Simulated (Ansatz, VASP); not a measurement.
## Two plane-wave programs on PbO3

```xyz
4
Lattice="-1.6056 1.6056 4.5717 1.6056 -1.6056 4.5717 1.6056 1.6056 -4.5717" Properties=species:S:1:pos:R:3 pbc="T T T"
Pb    0.0000    0.0000    0.0000
O     0.0000    0.0000    4.5717
O     1.6056    0.0000    2.2859
O     0.0000    1.6056    2.2859
```

Alike in both runs: functional PBE; k mesh 20 × 20 × 20; occupations gaussian, width 0.1 eV; no spin polarisation.

Ansatz relaxed the structure, and its values are those at the end. VASP's run is a single point on that final structure, the one shown.

|  | VASP | Ansatz |
| --- | --- | --- |
| version | VASP 6.6.1 | Ansatz 0.2.0 |
| potentials or method | VASP PAW PBE potentials, release 64 (Pb_d, O), cutoff 520 eV | scalar-relativistic, plane waves, PAW |
| valence electrons in the cell | 32 | 32 |

```tsv
	VASP	Ansatz	Ansatz less VASP
gap on the k mesh at the Fermi level (eV)	none	none	-
pressure (GPa)	0.0	0.0	-0.02
```

A gap of «none» marks a metal or a gap that the smearing closes. The functional is the same, so the differences come from potentials, cutoffs and numerics.

Spin-orbit coupling is off throughout.
